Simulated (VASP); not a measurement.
# Sn2Bi3O3 (Pmmm) in VASP: further runs

Runs on Sn2Bi3O3. Level: PBE. Tasks: relaxation of cell and atoms.

Program: VASP 6.6.1. These are calculated values, not measurements. Logs are shortened: lines on timing, memory, paths and dates and some standing lists are left out, and cuts for length are marked.

## 1. The cell of the first run

Symmetry: Pmmm, No. 47, orthorhombic system. Conventional cell: a = 4.395 Å, b = 4.406 Å, c = 8.780 Å, α = 90.00°, β = 90.00°, γ = 90.00°. Sn (site symmetry mm2) has 6 O at 3.10 to 3.12 Å and 6 Bi at 3.11 to 3.12 Å within 4.1 Å. Within 4.1 Å of Bi (site symmetry mm2) lie 2 Bi at 3.10 Å and 6 O at 3.11 Å and 4 Sn at 3.11 Å. Bi (site symmetry mmm) has 4 Bi at 3.10 Å and 4 O at 3.11 Å and 4 Sn at 3.12 Å within 4.1 Å. O (site symmetry mmm) has 4 Sn at 3.10 Å and 4 Bi at 3.11 Å and 4 O at 3.11 Å within 4.1 Å. O (site symmetry mmm) has 8 Bi at 3.11 Å and 4 Sn at 3.12 Å within 4.1 Å. O (site symmetry mmm) has 4 Sn at 3.10 Å and 4 O at 3.11 Å and 4 Bi at 3.11 Å within 4.1 Å.

The cell was generated, and may not be a known phase.

## 2. Relaxation of cell and atoms, PBE

INCAR

```
SYSTEM = Sn2Bi3O3
PREC = Accurate
ENCUT = 600
EDIFF = 1E-6
ISMEAR = 0
SIGMA = 0.2
LREAL = .False.
LASPH = .True.
NELM = 60
ALGO = Normal
ISIF = 3
LWAVE = .False.
LCHARG = .False.
GGA = PE
IBRION = 2
NSW = 36
EDIFFG = -0.08
```

KPOINTS

```
regular mesh
0
Gamma
  4 4 2
  0 0 0
```

POSCAR

```
Sn2Bi3O3
1.0
    4.3949976400      0.0000000000      0.0000000000
    0.0000000000      4.4058743900      0.0000000000
    0.0000000000      0.0000000000      8.7802202500
Sn Bi O
2 3 3
Direct
    0.0000000000      0.0000000000      0.7483540100
    0.0000000000      0.0000000000      0.2516459900
    0.5000000000      0.5000000000      0.7507740000
    0.5000000000      0.5000000000      0.2492260000
    0.0000000000      0.5000000000      0.0000000000
    0.0000000000      0.5000000000      0.5000000000
    0.5000000000      0.0000000000      0.0000000000
    0.5000000000      0.0000000000      0.5000000000
```

Potentials or basis: VASP PAW PBE potentials, release 64 (Sn_d, Bi_d, O).

On the command line:

```
> cat potpaw_PBE.64/Sn_d/POTCAR potpaw_PBE.64/Bi_d/POTCAR potpaw_PBE.64/O/POTCAR > POTCAR
> mpirun -np 1 vasp_std > vasp.out
```

OUTCAR:

```text
SYSTEM = Sn2Bi3O3
   PREC = Accurate
   ENCUT = 600
   EDIFF = 1E-6
   ISMEAR = 0
   LREAL = .False.
   LASPH = .True.
   NELM = 60
   ISIF = 3
   GGA = PE
   IBRION = 2
   NSW = 36
   EDIFFG = -0.08

 ion  position               nearest neighbor table
   1  0.000  0.000  0.748-   3 3.11   3 3.11   3 3.11   3 3.11   5 3.12   5 3.12
   2  0.000  0.000  0.252-   4 3.11   4 3.11   4 3.11   4 3.11   5 3.12   5 3.12
   3  0.500  0.500  0.751-   5 3.10   5 3.10   1 3.11   1 3.11   1 3.11   1 3.11
   4  0.500  0.500  0.249-   5 3.10   5 3.10   2 3.11   2 3.11   2 3.11   2 3.11
   5  0.000  0.500  0.000-   3 3.10   4 3.10   3 3.10   4 3.10   1 3.12   2 3.12   1 3.12   2 3.12

   6  0.000  0.500  0.500-
   7  0.500  0.000  0.000-
   8  0.500  0.000  0.500-

  LATTYP: Found a simple orthorhombic cell.
 ALAT       =     4.3949976400
 B/A-ratio  =     1.0024748022
 C/A-ratio  =     1.9977758737

  Lattice vectors:

 A1 = (   4.3949976400,   0.0000000000,   0.0000000000)
 A2 = (   0.0000000000,   4.4058743900,   0.0000000000)
 A3 = (   0.0000000000,   0.0000000000,   8.7802202500)

Analysis of symmetry for initial positions (statically):
=====================================================================
 Subroutine PRICEL returns:
 Original cell was already a primitive cell.

 Routine SETGRP: Setting up the symmetry group for a
 simple orthorhombic supercell.

 Subroutine GETGRP returns: Found  8 space group operations
 (whereof  8 operations were pure point group operations)
 out of a pool of  8 trial point group operations.

The static configuration has the point symmetry D_2h.

Analysis of symmetry for dynamics (positions and initial velocities):
=====================================================================
 Subroutine PRICEL returns:
 Original cell was already a primitive cell.

 Routine SETGRP: Setting up the symmetry group for a
 simple orthorhombic supercell.

 Subroutine GETGRP returns: Found  8 space group operations
 (whereof  8 operations were pure point group operations)
 out of a pool of  8 trial point group operations.

The dynamic configuration has the point symmetry D_2h.

 Subroutine INISYM returns: Found  8 space group operations
 (whereof  8 operations are pure point group operations),
 and found     1 'primitive' translations

----------------------------------------------------------------------------------------

                                     Primitive cell

[... 97 lines left out ...]
   EDIFFG = -.8E-01   stopping-criterion for IOM
   NSW    =     36    number of steps for IOM
   IBRION =      2    ionic relax: 0-MD 1-quasi-New 2-CG
   NFREE  =      1    steps in history (QN), initial steepest desc. (CG)
   ISIF   =      3    stress and relaxation
   ISYM   =      2    0-nonsym 1-usesym 2-fastsym
   POTIM  = 0.5000    time-step for ionic-motion
   TEBEG  =    0.0;   TEEND  =   0.0 temperature during run
   PSTRESS=    0.0 pullay stress
   NELECT =      91.0000    total number of electrons
   NUPDOWN=      -1.0000    fix difference up-down
   EMIN   =  10.00;   EMAX   =-10.00  energy-range for DOS
   EFERMI =   0.00;   METHOD = LEGACY
   ISMEAR =     0;   SIGMA  =   0.20  broadening in eV -4-tet -1-fermi 0-gaus
   EFERMI_NEDOS =   21; number of points for ismear=-14 and -15
   IALGO  =     38    algorithm
   IMIX   =      4    mixing-type and parameters
     AMIX     =   0.40;   BMIX     =  1.00
     AMIX_MAG =   1.60;   BMIX_MAG =  1.00
  volume/ion in A,a.u.               =      21.25       143.42
  Fermi-wavevector in a.u.,A,eV,Ry     =   1.329199  2.511821 24.038354  1.766769
  Thomas-Fermi vector in A             =   2.458379
   LORBIT       =      0    0 simple, 1 ext, 2 COOP (PROOUT), +10 PAW based schemes
   GGA     = PE    functional components
   LHFCALC =     F    Hartree Fock is set to
   AEXX    =    0.0000 exact exchange contribution
   IVDW    =     0    specifies the selected vdW correction
   LEPSILON=     F    determine dielectric tensor
   LRPA    =     F    only Hartree local field effects (RPA)
 conjugate gradient relaxation of ions
 non-spin polarized calculation
 Gauss-broadening in eV      SIGMA  =   0.20
  energy-cutoff  :      600.00
  volume of cell :      170.02
 maximum number of plane-waves:      5723
 NGX is ok and might be reduce to    36
   NGX = 17   NGY = 17   NGZ = 35

--------------------------------------- Ionic step        1  -------------------------------------------

 number of electron      90.9999969 magnetization

 Free energy of the ion-electron system (eV)
  ---------------------------------------------------
  ext. energy  EPLUGINS =         0.00000000
  ---------------------------------------------------
  free energy    TOTEN  =       -31.42329372 eV

  energy without entropy =      -31.29205647  energy(sigma->0) =      -31.35767509

------------------------ aborting loop because EDIFF is reached ----------------------------------------

  FORCE on cell =-STRESS in cart. coord.  units (eV):
  Direction    XX          YY          ZZ          XY          YZ          ZX
  --------------------------------------------------------------------------------------
  -------------------------------------------------------------------------------------
  Total        4.6936288      3.4510010    -10.0740908      0.0000000      0.0000000      0.0000000
  in kB       44.2306330     32.5206712    -94.9336706      0.0000000      0.0000000      0.0000000
  external PRESSURE =      -6.0607888 kB  Pullay stress =       0.0000000 kB
[... 107 lines left out ...]
  FREE ENERGIE OF THE ION-ELECTRON SYSTEM (eV)
  ---------------------------------------------------
  free  energy   TOTEN  =       -34.2787812556 eV

  energy  without entropy=      -34.2070988391  energy(sigma->0) =      -34.24294005

[... ionic steps 4 to 33 ...]

--------------------------------------- Ionic step       34  -------------------------------------------

 number of electron      90.9999973 magnetization

------------------------ aborting loop because EDIFF is reached ----------------------------------------
[... 79 lines left out ...]
--------------------------------------- Ionic step       36  -------------------------------------------

 number of electron      90.9999973 magnetization

 Free energy of the ion-electron system (eV)
  ---------------------------------------------------
  ext. energy  EPLUGINS =         0.00000000
  ---------------------------------------------------
  free energy    TOTEN  =       -36.48295008 eV

  energy without entropy =      -36.42069424  energy(sigma->0) =      -36.45182216

 E-fermi :   8.0178     XC(G=0): -10.7394

 val. band max:        8.0081034780   @ k =   0.2500   0.2500   0.5000
 cond. band min:       8.0242918833   @ k =   0.5000   0.5000   0.0000
 fundamental gap:      0.0161884053
 Fermi energy:         8.0177744782

 k-point     1 :       0.0000    0.0000    0.0000
  band No.  band energies     occupation
      1     -15.4420      2.00000
      2     -15.4288      2.00000
      3     -15.3136      2.00000
      4     -15.3121      2.00000
      5     -15.3028      2.00000
      6     -15.2958      2.00000
[... 1050 lines left out ...]
  FREE ENERGIE OF THE ION-ELECTRON SYSTEM (eV)
  ---------------------------------------------------
  free  energy   TOTEN  =       -36.4829500763 eV

  energy  without entropy=      -36.4206942385  energy(sigma->0) =      -36.45182216

 reached required accuracy - stopping structural energy minimisation
```

CONTCAR:

```text
Sn2Bi3O3
   1.00000000000000
     5.6926645862149048    0.0000000000000000    0.0000000000000000
     0.0000000000000000    3.4539632343474005    0.0000000000000000
     0.0000000000000000    0.0000000000000000    8.1537967600779879
  Sn              Bi              O
     2     3     3
Direct
     0.0000000000000000    0.0000000000000000    0.6846726183207961
     0.0000000000000000    1.0000000000000000    0.3153273816792038
     0.5000000000000000    0.5000000000000000    0.7496485970885538
     0.5000000000000000    0.5000000000000000    0.2503514029114463
     0.0000000000000000    0.5000000000000000    0.0000000000000000
     0.0000000000000000    0.5000000000000000    0.5000000000000000
     0.5000000000000000    0.0000000000000000    0.0000000000000000
     0.5000000000000000    0.0000000000000000    0.5000000000000000

  0.00000000E+00  0.00000000E+00  0.00000000E+00
  0.00000000E+00  0.00000000E+00  0.00000000E+00
  0.00000000E+00  0.00000000E+00  0.00000000E+00
  0.00000000E+00  0.00000000E+00  0.00000000E+00
  0.00000000E+00  0.00000000E+00  0.00000000E+00
  0.00000000E+00  0.00000000E+00  0.00000000E+00
  0.00000000E+00  0.00000000E+00  0.00000000E+00
  0.00000000E+00  0.00000000E+00  0.00000000E+00
```

It took 44 min on 1 thread of Intel Xeon 6975P-C (Granite Rapids), shared host; peak memory 0.41 GiB.

Results:

```yaml
Free_energy: -36.4830 eV
Relaxed_volume: 20.04 Å³/atom
Relaxed_cell: a = 5.693 Å, b = 3.454 Å, c = 8.154 Å, α = 90.00°, β = 90.00°, γ = 90.00°
Space_group_after_relaxing_to_0.1_Å: Pmmm (No. 47)
Energy_gained_by_relaxing: 632.5 meV/atom
Ionic_steps: 36
Pressure_after_relaxing: 0.2 GPa
Largest_force_after_relaxing: 0.061 eV/Å
Band_gap_on_the_k_mesh: zero (an odd number of electrons rules out a gap without spin polarisation)
```

Forces on the atoms (eV/Å):
```
Sn   0.000  0.000  0.009
Sn   0.000  0.000 -0.009
Bi   0.000  0.000  0.061
Bi   0.000  0.000 -0.061
Bi   0.000  0.000  0.000
O    0.000  0.000  0.000
O    0.000  0.000  0.000
O    0.000  0.000  0.000
```

Stress tensor (GPa, compression positive):
```
0.33 0.00 0.00
0.00 0.12 0.00
0.00 0.00 0.17
```

Step by step:
```tsv
step	energy change (eV)	largest force (eV/Å)	pressure (GPa)	volume (Å³)
1	0.0000	2.4392	-0.61	170.02
2	-1.6955	1.9209	-2.26	167.63
3	-2.8555	0.9543	-1.66	163.78
4	1.0007	11.1811	14.96	152.40
5	-2.8005	1.0962	-1.21	163.04
6	-2.8980	0.8255	1.73	158.26
7	-3.0163	0.5112	-0.18	160.81
8	-3.0301	0.2343	0.31	160.00
9	-3.0299	0.3215	0.14	160.29
10	-3.0637	0.2290	-0.17	160.88
11	-3.0978	0.1046	-0.63	162.04
12	-3.0995	0.1707	-0.71	162.31
13	-3.1086	0.2465	1.14	158.32
14	-3.1110	0.2180	0.55	159.56
15	-3.1305	0.1807	0.48	159.34
16	-3.2177	0.1855	0.57	158.40
17	-3.6266	0.3289	1.70	155.27
18	-3.4859	1.1890	11.83	143.77
19	-4.0922	0.0690	3.39	152.24
20	-4.1852	0.4248	6.44	148.41
21	-4.2254	0.2561	5.31	149.65
22	-4.2210	0.3013	5.56	149.32
23	-4.3960	0.2897	3.42	152.56
24	-4.6495	0.1705	-1.78	162.44
25	-4.6590	0.1316	-2.74	164.74
26	-4.7862	0.3498	-2.00	163.72
27	-4.9400	0.9449	0.22	161.07
28	-4.9421	1.0491	0.64	160.62
29	-5.0059	0.6642	0.25	161.06
30	-5.0375	0.2706	-0.11	161.66
31	-5.0382	0.2812	-0.09	161.58
32	-5.0512	0.1990	-0.22	161.32
33	-5.0546	0.1343	-0.31	161.11
34	-5.0573	0.1084	0.20	160.23
35	-5.0574	0.1016	0.33	160.02
36	-5.0597	0.0607	0.21	160.32
```

Final structure:
```
CELL_PARAMETERS angstrom
5.69266 0.00000 0.00000
0.00000 3.45396 0.00000
0.00000 0.00000 8.15380
ATOMIC_POSITIONS crystal
Sn 0.00000 0.00000 0.68467
Sn 0.00000 0.00000 0.31533
Bi 0.50000 0.50000 0.74965
Bi 0.50000 0.50000 0.25035
Bi 0.00000 0.50000 0.00000
O 0.00000 0.50000 0.50000
O 0.50000 0.00000 0.00000
O 0.50000 0.00000 0.50000
```

Levels at points of the mesh, in eV from the Fermi level:
| k point | band 43 | band 44 | band 45 | band 46 | band 47 | band 48 |
| --- | --- | --- | --- | --- | --- | --- |
| (0.00, 0.00, 0.00) | -1.38 | -0.83 | 0.09 | 0.85 | 1.42 | 1.50 |
| (0.50, 0.00, 0.00) | -1.43 | 0.14 | 0.43 | 0.85 | 1.22 | 1.70 |
| (0.00, 0.50, 0.00) | -2.01 | -1.96 | -1.67 | -0.80 | 0.28 | 0.36 |
| (0.50, 0.50, 0.00) | -1.99 | -1.85 | -1.81 | 0.01 | 0.51 | 0.62 |
| (0.00, 0.00, 0.50) | -1.88 | -1.82 | -1.38 | 1.10 | 1.72 | 2.15 |
| (0.50, 0.00, 0.50) | -1.25 | -1.08 | 0.97 | 0.97 | 1.30 | 1.47 |
| (0.00, 0.50, 0.50) | -2.43 | -2.43 | -1.81 | -0.45 | 0.55 | 0.71 |
| (0.50, 0.50, 0.50) | -2.01 | -1.06 | -0.96 | -0.47 | -0.38 | 0.47 |

Caveat: a cell axis changed by over 15 % at a fixed basis, so the end point is rough; spin-orbit coupling is left out, which moves the levels of the heavy elements; the relaxation stopped at a loose force limit of 0.08 eV/Å, so its end isn't a converged minimum.

## 3. Relaxation of cell and atoms, PBE

This run uses another cell than the first one, of 21.75 Å³/atom.

INCAR

```
ALGO = Normal
EDIFF = 1E-6
EDIFFG = -0.08
ENCUT = 600
GGA = PE
IBRION = 2
ISIF = 3
ISMEAR = 0
LASPH = True
LCHARG = False
LREAL = False
LWAVE = False
NELM = 80
NSW = 36
PREC = Accurate
SIGMA = 0.2
```

KPOINTS

```
k-points
0
Gamma
  4 4 2
```

POSCAR

```
Sn2Bi3O3
1.0
    4.3844231600      0.0000000000      0.0000000000
    0.0000000000      4.4264696900      0.0000000000
    0.0000000000      0.0000000000      8.9637940500
Sn Bi O
2 3 3
Direct
    0.0000000000      0.0000000000      0.2542705000
    0.0000000000      0.0000000000      0.7457295000
    0.5000000000      0.5000000000      0.2413245500
    0.5000000000      0.5000000000      0.7586754500
    0.5000000000      0.0000000000      0.5000000000
    0.5000000000      0.0000000000      0.0000000000
    0.0000000000      0.5000000000      0.5000000000
    0.0000000000      0.5000000000      0.0000000000
```

Potentials or basis: VASP PAW PBE potentials, release 64 (Sn_d, Bi_d, O).

On the command line:

```
> cat potpaw_PBE.64/Sn_d/POTCAR potpaw_PBE.64/Bi_d/POTCAR potpaw_PBE.64/O/POTCAR > POTCAR
> mpirun -np 1 vasp_std > vasp.out
```

It took 18 min on 1 thread of Intel Xeon 6975P-C (Granite Rapids), shared host; peak memory 0.42 GiB.

It converged, with:

```yaml
Free_energy: -34.5229 eV
Relaxed_volume: 20.14 Å³/atom
Relaxed_cell: a = 4.713 Å, b = 4.565 Å, c = 7.487 Å, α = 90.00°, β = 90.00°, γ = 90.00°
Space_group_after_relaxing_to_0.1_Å: Pmmm (No. 47)
Energy_gained_by_relaxing: 391.6 meV/atom
Ionic_steps: 12
Pressure_after_relaxing: 0.1 GPa
Largest_force_after_relaxing: 0.080 eV/Å
Band_gap_on_the_k_mesh: zero (an odd number of electrons rules out a gap without spin polarisation)
```

Forces in eV/Å, atoms in the order of the input:
```
Sn   0.000  0.000  0.028
Sn   0.000  0.000 -0.028
Bi   0.000  0.000 -0.080
Bi   0.000  0.000  0.080
Bi   0.000  0.000  0.000
O    0.000  0.000  0.000
O    0.000  0.000  0.000
O    0.000  0.000  0.000
```

Stress tensor (GPa, compression positive):
```
 0.16  0.00  0.00
 0.00 -0.16  0.00
 0.00  0.00  0.22
```

Step by step:
| step | energy change (eV) | largest force (eV/Å) | pressure (GPa) | volume (Å³) |
| --- | --- | --- | --- | --- |
| 1 | 0.0000 | 2.3070 | -2.15 | 173.96 |
| 2 | -1.6377 | 2.0294 | -1.77 | 166.33 |
| 3 | -0.6335 | 7.6068 | 19.80 | 139.83 |
| 4 | -2.1738 | 1.8340 | 1.01 | 159.81 |
| 5 | -2.7966 | 0.8551 | 6.22 | 150.19 |
| 6 | -2.8827 | 1.0799 | -2.69 | 169.23 |
| 7 | -3.0561 | 0.3008 | 0.55 | 160.24 |
| 8 | -3.0942 | 0.2754 | -0.47 | 161.92 |
| 9 | -3.0951 | 0.2775 | -0.63 | 162.23 |
| 10 | -3.1155 | 0.2120 | 0.20 | 160.48 |
| 11 | -3.1194 | 0.1892 | 0.77 | 159.38 |
| 12 | -3.1327 | 0.0796 | 0.08 | 161.10 |

Final structure:
```
Sn Bi O
1.0
     4.71287    0.00000    0.00000
     0.00000    4.56534    0.00000
     0.00000    0.00000    7.48740
Sn Bi O
2 3 3
Cartesian
  0.0000 0.0000 1.5736
  0.0000 0.0000 5.9138
  2.3564 2.2827 1.5196
  2.3564 2.2827 5.9678
  2.3564 0.0000 3.7437
  2.3564 0.0000 0.0000
  0.0000 2.2827 3.7437
  0.0000 2.2827 0.0000
```

Levels at points of the mesh, in eV from the Fermi level:
```tsv
k point	band 43	band 44	band 45	band 46	band 47	band 48
(0.00, 0.00, 0.00)	-1.49	-1.32	-1.16	-0.18	-0.13	-0.09
(0.50, 0.00, 0.00)	-1.45	-1.16	-0.61	-0.13	0.46	0.47
(0.00, 0.50, 0.00)	-1.20	-1.18	-0.71	0.06	0.70	0.72
(0.50, 0.50, 0.00)	-1.67	-1.44	-0.88	0.26	0.83	1.18
(0.00, 0.00, 0.50)	-1.34	-0.80	-0.68	0.20	0.43	0.48
(0.50, 0.00, 0.50)	-1.42	-1.19	-0.07	0.92	1.01	1.24
(0.00, 0.50, 0.50)	-1.46	-1.13	-0.84	0.46	0.77	1.23
(0.50, 0.50, 0.50)	-2.07	-0.31	0.12	0.33	0.75	0.93
```

Caveat: a cell axis changed by over 15 % at a fixed basis, so the end point is rough; spin-orbit coupling is left out, which moves the levels of the heavy elements; the relaxation stopped at a loose force limit of 0.08 eV/Å, so its end isn't a converged minimum.

The gap in the log of VASP goes by the Fermi energy; the results here count the filled bands.